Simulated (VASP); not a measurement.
Wanted: the native input for a VASP 6.6.1 run.

| Quantity | Value |
| --- | --- |
| Task | single point |
| Functional | PBEsol |
| Potentials or basis | VASP PAW PBE potentials, release 64 (Ba_sv, Te) |
| Cutoff | 520 eV |
| k mesh | 6 × 6 × 6 |
| Occupations | gaussian, width 0.02 eV |
| Spin | no spin polarisation |
| Dipole correction | no |
| Further INCAR settings | ALGO = Normal; EDIFF = 1e-06; NBANDS = 15 |

The structure of BaTe lies in POSCAR:

```
BaTe
1.0
    4.1377036202      0.0000000000      0.0000000000
    0.0000000000      4.1377036202      0.0000000000
    0.0000000000      0.0000000000      4.1377036202
Ba Te
1 1
Direct
    0.0000000000      0.0000000000      0.0000000000
    0.5000000000      0.5000000000      0.5000000000
```

This cell differs from its parent crystal: strained.

These files were run (other wordings do the same):

INCAR

```
PREC = Accurate ; ENCUT = 520
EDIFF = 1E-6 ; ISMEAR = 0
SIGMA = 0.02 ; LREAL = F
LASPH = T ; NELM = 60
ALGO = Normal ; ISIF = 2
LWAVE = F ; LCHARG = F
GGA = PS ; NBANDS = 15
```

KPOINTS

```
Automatic mesh
0
Gamma
  6 6 6
```

Potentials or basis: VASP PAW PBE potentials, release 64 (Ba_sv, Te).

Run with:

```console
$ cat potpaw_PBE.64/Ba_sv/POTCAR potpaw_PBE.64/Te/POTCAR > POTCAR
$ mpirun -np 1 vasp_std > vasp.out
```

Results of the run:

```json
{
  "Pressure": "1.3 GPa",
  "Band gap on the k mesh": "0.47 eV, indirect (least direct gap 0.79 eV)"
}
```

Caveat: the cell differs from its parent crystal (strained); the PAW data sets were made with another functional, which shifts forces and pressure a little; spin-orbit coupling is left out, which moves the levels of the heavy elements.

Wall time 14 s on 1 thread of Intel Xeon 6975P-C, with other jobs on the host, peak memory 0.18 GiB.
